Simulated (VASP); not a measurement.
# TiC (Fm-3m) in VASP: settings compared

Aim: see how the results for TiC move with the level of theory and the settings. Levels: HSE06, PBE-based screened hybrid with 25 % exact exchange, r2SCAN. Tasks: single point.

All numbers are computed with VASP 6.6.1; they aren't measurements. Logs are shortened: lines on timing, memory, paths and dates and some standing lists are left out, and cuts for length are marked.

### Step 1. The cell of the first run

Symmetry: Fm-3m, No. 225, cubic system. Conventional cell: a = 4.306 Å, b = 4.306 Å, c = 4.306 Å, α = 90.00°, β = 90.00°, γ = 90.00°. Ti (site symmetry m-3m) has 6 C at 2.15 Å within 2.8 Å. Within 2.8 Å of C (site symmetry m-3m) lie 6 Ti at 2.15 Å.

### Step 2. Single point, HSE06

POSCAR

```
TiC
1.0
    0.0000000000      2.1531497239      2.1531497239
    2.1531497239      0.0000000000      2.1531497239
    2.1531497239      2.1531497239      0.0000000000
Ti C
1 1
Direct
    0.0000000000      0.0000000000      0.0000000000
    0.5000000000      0.5000000000      0.5000000000
```

INCAR.step1

```
SYSTEM = TiC
  PREC = Accurate
  ENCUT = 520
  EDIFF = 1E-5
  ISMEAR = -1
  SIGMA = 0.05
  LREAL = .False.
  LASPH = .True.
  NELM = 80
  ALGO = Normal
  ISIF = 2
  LWAVE = .True.
  LCHARG = .False.
  NBANDS = 15
  GGA = PE
```

INCAR.step2

```
SYSTEM = TiC
  PREC = Accurate
  ENCUT = 520
  EDIFF = 1E-6
  ISMEAR = -1
  SIGMA = 0.05
  LREAL = .False.
  LASPH = .True.
  NELM = 80
  ALGO = Normal
  ISIF = 2
  LWAVE = .False.
  LCHARG = .False.
  GGA = PE
  LHFCALC = .True.
  HFSCREEN = 0.2079
  PRECFOCK = Normal
  NBANDS = 15
  ISTART = 1
```

KPOINTS

```
regular mesh
0
Gamma
  6 6 6
  0 0 0
```

Potentials or basis: VASP PAW PBE potentials, release 64 (Ti_sv, C).

On the command line:

```
$ cat potpaw_PBE.64/Ti_sv/POTCAR potpaw_PBE.64/C/POTCAR > POTCAR
$ cp INCAR.step1 INCAR
$ mpirun -np 1 vasp_std > vasp.out
$ cp INCAR.step2 INCAR
$ mpirun -np 1 vasp_std > vasp.out
```

OUTCAR:

```text
SYSTEM = TiC
   PREC = Accurate
   ENCUT = 520
   EDIFF = 1E-6
   ISMEAR = -1
   LREAL = .False.
   LASPH = .True.
   NELM = 80
   ISIF = 2
   GGA = PE
   LHFCALC = .True.
   HFSCREEN = 0.2079
   PRECFOCK = Normal
   ISTART = 1

 ion  position               nearest neighbor table
   1  0.000  0.000  0.000-   2 2.15   2 2.15   2 2.15   2 2.15   2 2.15   2 2.15
   2  0.500  0.500  0.500-   1 2.15   1 2.15   1 2.15   1 2.15   1 2.15   1 2.15

  LATTYP: Found a face centered cubic cell.
 ALAT       =     4.3062994478

  Lattice vectors:

 A1 = (   0.0000000000,   2.1531497239,   2.1531497239)
 A2 = (   2.1531497239,   0.0000000000,   2.1531497239)
 A3 = (   2.1531497239,   2.1531497239,   0.0000000000)

Analysis of symmetry for initial positions (statically):
=====================================================================
 Subroutine PRICEL returns:
 Original cell was already a primitive cell.

 Routine SETGRP: Setting up the symmetry group for a
 face centered cubic supercell.

 Subroutine GETGRP returns: Found 48 space group operations
 (whereof 48 operations were pure point group operations)
 out of a pool of 48 trial point group operations.

The static configuration has the point symmetry O_h .

Analysis of symmetry for dynamics (positions and initial velocities):
=====================================================================
 Subroutine PRICEL returns:
 Original cell was already a primitive cell.

 Routine SETGRP: Setting up the symmetry group for a
 face centered cubic supercell.

 Subroutine GETGRP returns: Found 48 space group operations
 (whereof 48 operations were pure point group operations)
 out of a pool of 48 trial point group operations.

The dynamic configuration has the point symmetry O_h .

 Subroutine INISYM returns: Found 48 space group operations
 (whereof 48 operations are pure point group operations),
 and found     1 'primitive' translations

----------------------------------------------------------------------------------------

                                     Primitive cell

  volume of cell :      19.9642

  direct lattice vectors                    reciprocal lattice vectors
     0.000000000  2.153149724  2.153149724    -0.232217943  0.232217943  0.232217943
     2.153149724  0.000000000  2.153149724     0.232217943 -0.232217943  0.232217943
     2.153149724  2.153149724  0.000000000     0.232217943  0.232217943 -0.232217943

  length of vectors
[... 91 lines left out ...]
   IMIX   =      1    mixing-type and parameters
     AMIX     =   0.40;   BMIX     =  1.00
     AMIX_MAG =   1.60;   BMIX_MAG =  1.00
  volume/ion in A,a.u.               =       9.98        67.36
  Fermi-wavevector in a.u.,A,eV,Ry     =   1.520655  2.873621 31.461984  2.312391
  Thomas-Fermi vector in A             =   2.629476
   LORBIT       =      0    0 simple, 1 ext, 2 COOP (PROOUT), +10 PAW based schemes
   GGA     = PE    functional components
   LHFCALC =     T    Hartree Fock is set to
   PRECFOCK=normal    Normal, Fast or Accurate (Low or Medium for compatibility)
   ENCUT4O =  -1.0   cutoff for four orbital integrals eV
   NKREDX  =     1    reduce k-point grid by
   NKREDY  =     1    reduce k-point grid by
   NKREDZ  =     1    reduce k-point grid by
   AEXX    =    0.2500 exact exchange contribution
   HFSCREEN=    0.2079 screening length (either q_TF or 0.3 A-1)
   HFSCREENC=   0.2079 screening length for correlation (either q_TF or 0.3 A-1)
   ENCUTFOCK=  -1.0 apply spherical cutoff to Coloumb kernel
   IVDW    =     0    specifies the selected vdW correction
   LEPSILON=     F    determine dielectric tensor
   LRPA    =     F    only Hartree local field effects (RPA)
 non-spin polarized calculation
  energy-cutoff  :      520.00
  volume of cell :       19.96
 maximum number of plane-waves:       544
 NGX is ok and might be reduce to    24
  NGX = 18; NGY = 18; NGZ = 18

 number of electron      16.0000003 magnetization

 Free energy of the ion-electron system (eV)
  ---------------------------------------------------
  ext. energy  EPLUGINS =         0.00000000
  ---------------------------------------------------
  free energy    TOTEN  =       -22.02550146 eV

  energy without entropy =      -22.02029510  energy(sigma->0) =      -22.02289828

 E-fermi :   9.4043     XC(G=0): -10.4579

 val. band max:        9.3823489032   @ k =   0.1667   0.1667   0.0000
 cond. band min:      10.0030592275   @ k =   0.1667   0.1667   0.0000
 fundamental gap:      0.6207103242
 Fermi energy:         9.4042793204

 k-point     1 :       0.0000    0.0000    0.0000
  band No.  band energies     occupation
      1     -51.8186      2.00000
      2     -26.1753      2.00000
      3     -26.1753      2.00000
      4     -26.1753      2.00000
      5      -4.7868      2.00000
      6      10.8732      0.00000
      7      10.8732      0.00000
      8      10.8732      0.00000
      9      11.4608      0.00000
     10      11.4608      0.00000
     11      11.4608      0.00000
     12      11.6388      0.00000
     13      11.6388      0.00000
     14      21.3552      0.00000
[... 257 lines left out ...]
      2     -26.6102      2.00000
      3     -26.4501      2.00000
      4     -26.3739      2.00000
      5      -1.7175      2.00000
      6       5.4065      2.00000
      7       6.2813      2.00000
      8       6.8411      2.00000
      9      11.9686      0.00000
     10      14.0135      0.00000
     11      14.2816      0.00000
     12      14.8972      0.00000
     13      16.1720      0.00000
     14      24.6385      0.00000
     15      25.1091      0.00000

------------------------ aborting loop because EDIFF is reached ----------------------------------------

  FORCE on cell =-STRESS in cart. coord.  units (eV):
  Direction    XX          YY          ZZ          XY          YZ          ZX
  --------------------------------------------------------------------------------------
  -------------------------------------------------------------------------------------
  Total       -0.0118750     -0.0118750     -0.0118750     -0.0000000     -0.0000000      0.0000000
  in kB       -0.9529941     -0.9529941     -0.9529941     -0.0000000     -0.0000000      0.0000000
  external PRESSURE =      -0.9529941 kB  Pullay stress =       0.0000000 kB

 VOLUME and BASIS-vectors are now :
 -----------------------------------------------------------------------------
  energy-cutoff  :      520.00
  volume of cell :       19.96
      direct lattice vectors                 reciprocal lattice vectors
     0.000000000  2.153149724  2.153149724    -0.232217943  0.232217943  0.232217943
     2.153149724  0.000000000  2.153149724     0.232217943 -0.232217943  0.232217943
     2.153149724  2.153149724  0.000000000     0.232217943  0.232217943 -0.232217943

 POSITION                                       TOTAL-FORCE (eV/Angst)
 -----------------------------------------------------------------------------------
      0.00000      0.00000      0.00000        -0.000000     -0.000000     -0.000000
      2.15315      2.15315      2.15315         0.000000      0.000000      0.000000
 -----------------------------------------------------------------------------------
    total drift:                                0.000000      0.000000      0.000000

  FREE ENERGIE OF THE ION-ELECTRON SYSTEM (eV)
  ---------------------------------------------------
  free  energy   TOTEN  =       -22.0255014613 eV

  energy  without entropy=      -22.0202950989  energy(sigma->0) =      -22.02289828
```

OUTCAR.step1:

```text
SYSTEM = TiC
   PREC = Accurate
   ENCUT = 520
   EDIFF = 1E-5
   ISMEAR = -1
   LREAL = .False.
[... 499 lines left out ...]
      0.00000      0.00000      0.00000         0.000000     -0.000000      0.000000
      2.15315      2.15315      2.15315        -0.000000      0.000000     -0.000000
 -----------------------------------------------------------------------------------
    total drift:                                0.000000     -0.000000     -0.000000

  FREE ENERGIE OF THE ION-ELECTRON SYSTEM (eV)
  ---------------------------------------------------
  free  energy   TOTEN  =       -18.6925718121 eV

  energy  without entropy=      -18.6881360108  energy(sigma->0) =      -18.69035391
```

OSZICAR.step1:

```text
N       E                     dE             d eps       ncg     rms          rms(c)
DAV:   1     0.113017362655E+03    0.11302E+03   -0.78367E+03   488   0.131E+03
DAV:   2    -0.168769771675E+02   -0.12989E+03   -0.12109E+03   515   0.324E+02
DAV:   3    -0.240538838351E+02   -0.71769E+01   -0.70550E+01   659   0.751E+01
DAV:   4    -0.242557829759E+02   -0.20190E+00   -0.20179E+00   567   0.122E+01
DAV:   5    -0.242608552001E+02   -0.50722E-02   -0.50720E-02   631   0.173E+00    0.186E+01
DAV:   6    -0.193044073144E+02    0.49564E+01   -0.11834E+01   655   0.565E+01    0.695E+00
DAV:   7    -0.187249515755E+02    0.57946E+00   -0.21720E+00   536   0.205E+01    0.506E+00
DAV:   8    -0.186979168939E+02    0.27035E-01   -0.11086E-01   544   0.382E+00    0.319E+00
DAV:   9    -0.186953425757E+02    0.25743E-02   -0.78627E-02   643   0.368E+00    0.711E-01
DAV:  10    -0.186942897028E+02    0.10529E-02   -0.10254E-02   596   0.128E+00    0.606E-01
DAV:  11    -0.186926947051E+02    0.15950E-02   -0.27456E-03   529   0.732E-01    0.177E-01
DAV:  12    -0.186925786468E+02    0.11606E-03   -0.31944E-04   646   0.203E-01    0.401E-02
DAV:  13    -0.186925718121E+02    0.68347E-05   -0.46337E-05   543   0.648E-02
   1 F= -.18692572E+02 E0= -.18690354E+02  d E =-.443580E-02
```

Wall time 13 min (1 thread of Intel Xeon 6975P-C (Granite Rapids), shared host); peak memory 0.25 GiB.

What came out:

```yaml
Free_energy: -22.0255 eV
Pressure: -0.1 GPa
Band_gap_on_the_k_mesh: zero (bands 8 and 9 overlap by 1.81 eV)
```

Levels at points of the mesh, in eV from the Fermi level:
```tsv
k point	band 4	band 5	band 6	band 7	band 8	band 9	band 10	band 11	band 12	band 13
(0.00, 0.00, 0.00)	-35.58	-14.19	1.47	1.47	1.47	2.06	2.06	2.06	2.23	2.23
(0.50, 0.00, 0.00)	-35.63	-10.21	-6.79	-3.43	-3.43	4.17	4.17	5.48	9.10	9.80
(0.50, 0.50, 0.00)	-35.77	-11.62	-4.14	-1.43	-0.07	-0.07	3.44	4.87	4.87	7.09
```

Caveat: the k points lie up to 0.42 Å⁻¹ apart, too coarse for converged energies and pressures of a metal; the PAW data sets were made with another functional, which shifts forces and pressure a little.

### Step 3. Single point, PBE-based screened hybrid with 25 % exact exchange

This run uses another cell than the first one, of 10.16 Å³/atom.

POSCAR

```
TiC
1.0
    0.0000000000      2.1657188437      2.1657188437
    2.1657188437      0.0000000000      2.1657188437
    2.1657188437      2.1657188437      0.0000000000
Ti C
1 1
Direct
    0.0000000000      0.0000000000      0.0000000000
    0.5000000000      0.5000000000      0.5000000000
```

INCAR.step1

```
ALGO     = Normal         # electronic algorithm
EDIFF    = 1E-5           # SCF threshold, eV
ENCUT    = 520            # plane-wave cutoff, eV
GGA      = PE             # functional
ISIF     = 2              # what is computed and relaxed
ISMEAR   = -1             # smearing method
LASPH    = True           # aspherical terms in the spheres
LREAL    = False          # projectors in reciprocal space
LWAVE    = True           # write WAVECAR
NBANDS   = 15             # bands
NELM     = 60             # most SCF steps
PREC     = Accurate       # precision mode
SIGMA    = 0.05           # smearing width, eV
```

INCAR.step2

```
AEXX     = 0.25           # exact-exchange fraction
ALGO     = Normal         # electronic algorithm
EDIFF    = 1E-7           # SCF threshold, eV
ENCUT    = 520            # plane-wave cutoff, eV
GGA      = PE             # functional
HFSCREEN = 0.3            # screening, 1/A
ISIF     = 2              # what is computed and relaxed
ISMEAR   = -1             # smearing method
ISTART   = 1            
LASPH    = True           # aspherical terms in the spheres
LCHARG   = True           # write CHGCAR
LELF     = True           # ELF
LHFCALC  = True           # exact exchange
LREAL    = False          # projectors in reciprocal space
LVHAR    = True         
LWAVE    = False          # write WAVECAR
NBANDS   = 15             # bands
NELM     = 60             # most SCF steps
PREC     = Accurate       # precision mode
PRECFOCK = Normal       
SIGMA    = 0.05           # smearing width, eV
```

KPOINTS

```
k-points
0
Gamma
  6 6 6
```

Potentials or basis: VASP PAW PBE potentials, release 64 (Ti_sv, C).

On the command line:

```
$ cat potpaw_PBE.64/Ti_sv/POTCAR potpaw_PBE.64/C/POTCAR > POTCAR
$ cp INCAR.step1 INCAR
$ mpirun -np 1 vasp_std > vasp.out
$ cp INCAR.step2 INCAR
$ mpirun -np 1 vasp_std > vasp.out
```

It took 18 min on 1 thread of Intel Xeon 6975P-C (Granite Rapids), shared host; peak memory 0.25 GiB.

Results (log left out):

```yaml
Free_energy: -21.4547 eV
Pressure: -4.3 GPa
Band_gap_on_the_k_mesh: zero (bands 8 and 9 overlap by 1.66 eV)
```

Levels at points of the mesh, in eV from the Fermi level:
```csv
k point,band 6,band 7,band 8,band 9,band 10,band 11
"(0.00, 0.00, 0.00)",1.34,1.34,1.34,1.97,1.97,1.97
"(0.50, 0.00, 0.00)",-6.55,-3.25,-3.25,3.91,3.91,5.18
"(0.50, 0.50, 0.00)",-4.00,-1.38,-0.07,-0.07,3.25,4.60
```

Caveat: the k points lie up to 0.42 Å⁻¹ apart, too coarse for converged energies and pressures of a metal; the PAW data sets were made with another functional, which shifts forces and pressure a little.

### Step 4. Single point, r2SCAN

This run uses another cell than the first one, of 10.16 Å³/atom.

POSCAR is that of step 3.

INCAR.step1

```
SYSTEM = TiC
ALGO = Normal
EDIFF = 1E-5
ENCUT = 1430
GGA = PE
GGA_COMPAT = .FALSE.
ISMEAR = -1
LASPH = .TRUE.
LCHARG = .FALSE.
LREAL = .FALSE.
LWAVE = .TRUE.
NBANDS = 15
NELM = 120
PREC = Accurate
SIGMA = 0.05
```

INCAR.step2

```
SYSTEM = TiC
ALGO = Normal
EDIFF = 1E-6
ENCUT = 1430
GGA_COMPAT = .FALSE.
ISIF = 2
ISMEAR = -1
ISTART = 1
LASPH = .TRUE.
LCHARG = .TRUE.
LELF = .TRUE.
LMIXTAU = .TRUE.
LREAL = .FALSE.
LVHAR = .TRUE.
LWAVE = .FALSE.
METAGGA = R2SCAN
NBANDS = 15
NELM = 120
PREC = Accurate
SIGMA = 0.05
```

KPOINTS

```
k-points
0
G
  11 11 11
  0 0 0
```

Potentials or basis: VASP PAW PBE potentials, release 64 (Ti_sv, C_h).

On the command line:

```
$ cat potpaw_PBE.64/Ti_sv/POTCAR potpaw_PBE.64/C_h/POTCAR > POTCAR
$ cp INCAR.step1 INCAR
$ mpirun -np 1 vasp_std > vasp.out
$ cp INCAR.step2 INCAR
$ mpirun -np 1 vasp_std > vasp.out
```

Wall time 2.3 min (1 thread of Intel Xeon 6975P-C (Granite Rapids), shared host); peak memory 0.32 GiB.

Results (log left out):

* Free energy: -24.8819 eV
* Pressure: 0.2 GPa
* Band gap on the k mesh: zero (bands 8 and 9 overlap by 1.33 eV)

Levels at points of the mesh, in eV from the Fermi level:
| k point | band 6 | band 7 | band 8 | band 9 | band 10 | band 11 |
| --- | --- | --- | --- | --- | --- | --- |
| (0.00, 0.00, 0.00) | 0.78 | 0.78 | 0.78 | 1.59 | 1.59 | 1.59 |

Caveat: the PAW data sets were made with another functional, which shifts forces and pressure a little.

### Step 5. Single point, r2SCAN

This run uses another cell than the first one, of 10.16 Å³/atom.

POSCAR is that of step 4.

INCAR.step1

```
SYSTEM = TiC
PREC = Accurate
ENCUT = 1430
ISMEAR = -1
SIGMA = 0.05
LREAL = .False.
LASPH = .True.
NELM = 120
NBANDS = 15
GGA = PE
ALGO = Normal
EDIFF = 1E-5
LWAVE = .True.
LCHARG = .False.
GGA_COMPAT = .False.
```

INCAR.step2

```
SYSTEM = TiC
PREC = Accurate
ENCUT = 1430
EDIFF = 1E-6
ISMEAR = -1
SIGMA = 0.05
LREAL = .False.
LASPH = .True.
NELM = 120
ALGO = Normal
ISIF = 2
LWAVE = .False.
LCHARG = .False.
METAGGA = R2SCAN
LMIXTAU = .True.
NBANDS = 15
ISTART = 1
GGA_COMPAT = .False.
```

KPOINTS

```
regular mesh
0
Gamma
  6 6 6
  0 0 0
```

On the command line:

```
$ cat potpaw_PBE.64/Ti_sv/POTCAR potpaw_PBE.64/C_h/POTCAR > POTCAR
$ cp INCAR.step1 INCAR
$ mpirun -np 1 vasp_std > vasp.out
$ cp INCAR.step2 INCAR
$ mpirun -np 1 vasp_std > vasp.out
```

Wall time 1.8 min (1 thread of Intel Xeon Platinum 8175M at 2.50GHz (Skylake/Cascade Lake), shared host); peak memory 0.28 GiB.

Results (log left out):

```yaml
Free_energy: -24.8717 eV
Pressure: 0.4 GPa
Band_gap_on_the_k_mesh: zero (bands 8 and 9 overlap by 1.28 eV)
```

Levels at points of the mesh, in eV from the Fermi level:
| k point | band 5 | band 6 | band 7 | band 8 | band 9 | band 10 | band 11 | band 12 |
| --- | --- | --- | --- | --- | --- | --- | --- | --- |
| (0.00, 0.00, 0.00) | -13.05 | 1.01 | 1.01 | 1.01 | 1.82 | 1.82 | 1.82 | 1.86 |
| (0.50, 0.00, 0.00) | -9.54 | -5.93 | -2.98 | -2.98 | 3.28 | 3.28 | 4.52 | 8.66 |
| (0.50, 0.50, 0.00) | -10.78 | -3.53 | -1.37 | 0.01 | 0.01 | 2.88 | 3.91 | 3.91 |

Caveat: the k points lie up to 0.42 Å⁻¹ apart, too coarse for converged energies and pressures of a metal; the PAW data sets were made with another functional, which shifts forces and pressure a little.

### Step 6. Summary

| level | potentials or basis | cell | k mesh | cutoff (eV) | grid for exact exchange (PRECFOCK) | share of exact exchange | screening parameter | gap on the mesh (eV) | pressure (GPa) |
| --- | --- | --- | --- | --- | --- | --- | --- | --- | --- |
| HSE06 | VASP PAW PBE potentials, release 64 (Ti_sv, C) | a = 3.045 Å, angles 60.0°, 2 atoms | 6 × 6 × 6 | 520 | Normal | 0.25 | 0.2079 1/Å | none | -0.1 |
| PBE-based screened hybrid with 25 % exact exchange | VASP PAW PBE potentials, release 64 (Ti_sv, C) | a = 3.063 Å, angles 60.0°, 2 atoms | 6 × 6 × 6 | 520 | Normal | 0.25 | 0.3 1/Å | none | -4.3 |
| r2SCAN | VASP PAW PBE potentials, release 64 (Ti_sv, C_h) | a = 3.063 Å, angles 60.0°, 2 atoms | 11 × 11 × 11 | 1430 | - | - | - | none | 0.2 |
| r2SCAN | VASP PAW PBE potentials, release 64 (Ti_sv, C_h) | a = 3.063 Å, angles 60.0°, 2 atoms | 6 × 6 × 6 | 1430 | - | - | - | none | 0.4 |

Alike in all rows: task single point; no spin polarisation; smearing fermi-dirac 0.05 eV.

Caveats: some runs use coarse meshes; the PAW data sets were made with another functional, which shifts forces and pressure a little.

Absolute energies hang on the potentials; compare differences alone.

The gap in the log of VASP goes by the Fermi energy; the results here count the filled bands.